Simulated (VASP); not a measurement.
Crystal: Zn.

```
CELL_PARAMETERS angstrom
2.67000 0.00000 0.00000
-1.33500 2.31229 0.00000
0.00000 0.00000 4.96600
ATOMIC_POSITIONS crystal
Zn 0.33333 0.66667 0.25000
Zn 0.66667 0.33333 0.75000
```

| Property | Result |
| --- | --- |
| Program | VASP 6.6.1 |
| Task | relaxation of cell and atoms |
| Functional | r2SCAN |
| Potentials or basis | VASP PAW PBE potentials, release 64 (Zn) |
| Cutoff | 600 eV |
| k mesh | 19 × 19 × 9 |
| Occupations | fermi-dirac, width 0.02 eV |
| Spin | no spin polarisation |

At the start: pressure -4.6 GPa; volume 15.33 Å³/atom.

Where does the relaxation end?

Over 12 steps the energy falls by 15.9 meV/atom and the volume is 14.29 Å³/atom (-6.8 %); space group P6_3/mmc (No. 194, to 0.1 Å) before and after.

The path:
| step | energy change (eV) | largest force (eV/Å) | pressure (GPa) | volume (Å³) |
| --- | --- | --- | --- | --- |
| 1 | 0.0000 | 0.0000 | -4.55 | 30.66 |
| 2 | -0.0278 | 0.0000 | 0.60 | 28.77 |
| 3 | -0.0281 | 0.0000 | -0.03 | 28.95 |
| 4 | -0.0280 | 0.0000 | -0.14 | 28.99 |
| 5 | -0.0288 | 0.0000 | -0.11 | 28.92 |
| 6 | -0.0311 | 0.0000 | 0.01 | 28.71 |
| 7 | -0.0296 | 0.0000 | 0.80 | 28.28 |
| 8 | -0.0318 | 0.0000 | 0.20 | 28.59 |
| 9 | -0.0318 | 0.0000 | 0.26 | 28.55 |
| 10 | -0.0318 | 0.0000 | 0.29 | 28.54 |
| 11 | -0.0315 | 0.0000 | -0.40 | 28.72 |
| 12 | -0.0319 | 0.0000 | 0.14 | 28.57 |

Final structure:
```
Zn
1.0
     2.63108    0.00000    0.00000
    -1.31554    2.27858    0.00000
     0.00000    0.00000    4.76631
Zn
2
Direct
  0.33333 0.66667 0.25000
  0.66667 0.33333 0.75000
```

Caveat: the PAW data sets were made with another functional, which shifts forces and pressure a little.
